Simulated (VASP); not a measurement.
Here is a VASP 6.6.1 calculation.

Contents of POSCAR:

```
Rh
1.0
    2.7036431850      0.0000000000      0.0000000000
   -1.3518215925      2.3414236809      0.0000000000
    0.0000000000      0.0000000000      4.3486172186
Rh
2
Direct
    0.6666666667      0.3333333333      0.6810125530
    0.3333333333      0.6666666667      0.2500000000
```

INCAR.step1

```
SYSTEM = Rh
ALGO     = Normal         ! electronic algorithm
EDIFF    = 1E-4           ! SCF threshold, eV
ENCUT    = 520            ! plane-wave cutoff, eV
GGA      = PE             ! functional
ISMEAR   = 0              ! smearing method
LASPH    = .True.         ! aspherical terms in the spheres
LCHARG   = .False.        ! write CHGCAR
LREAL    = .False.        ! projectors in reciprocal space
LWAVE    = .True.         ! write WAVECAR
NBANDS   = 22             ! bands
NELM     = 100            ! most SCF steps
PREC     = Accurate       ! precision mode
SIGMA    = 0.15           ! smearing width, eV
```

Contents of INCAR.step2:

```
SYSTEM = Rh
ALGO     = Normal         ! electronic algorithm
EDIFF    = 1E-7           ! SCF threshold, eV
ENCUT    = 520            ! plane-wave cutoff, eV
ISIF     = 2              ! what is computed and relaxed
ISMEAR   = 0              ! smearing method
ISTART   = 1            
LASPH    = .True.         ! aspherical terms in the spheres
LCHARG   = .True.         ! write CHGCAR
LELF     = .True.         ! ELF
LMIXTAU  = .True.       
LREAL    = .False.        ! projectors in reciprocal space
LVHAR    = .True.       
LWAVE    = .False.        ! write WAVECAR
METAGGA  = R2SCAN         ! meta-GGA
NBANDS   = 22             ! bands
NELM     = 100            ! most SCF steps
PREC     = Accurate       ! precision mode
SIGMA    = 0.15           ! smearing width, eV
```

KPOINTS

```
k-points
0
Gamma
  24 24 14
  0 0 0
```

Potentials or basis: VASP PAW PBE potentials, release 64 (Rh_pv).

Command:

```bash
$ cat potpaw_PBE.64/Rh_pv/POTCAR > POTCAR
$ cp INCAR.step1 INCAR
$ mpirun -np 1 vasp_std > vasp.out
$ cp INCAR.step2 INCAR
$ mpirun -np 1 vasp_std > vasp.out
```

Task: Predict the largest force.

Result: 3.825 eV/Å.

Task: What does it give for the pressure?

Result: 16.6 GPa.

Task: Predict the band gap on the k mesh.

Result: Zero (bands 15 and 16 overlap by 2.14 eV).

Stress tensor (GPa, compression positive):
```
13.10  0.00  0.00
 0.00 13.10  0.00
 0.00  0.00 23.48
```

Caveat: the cell differs from its parent crystal (atom 1 (Rh) moved by (+0.000, -0.300) A along x and z); the stress differs along the axes, from 13 to 23 GPa; the PAW data sets were made with another functional, which shifts forces and pressure a little.
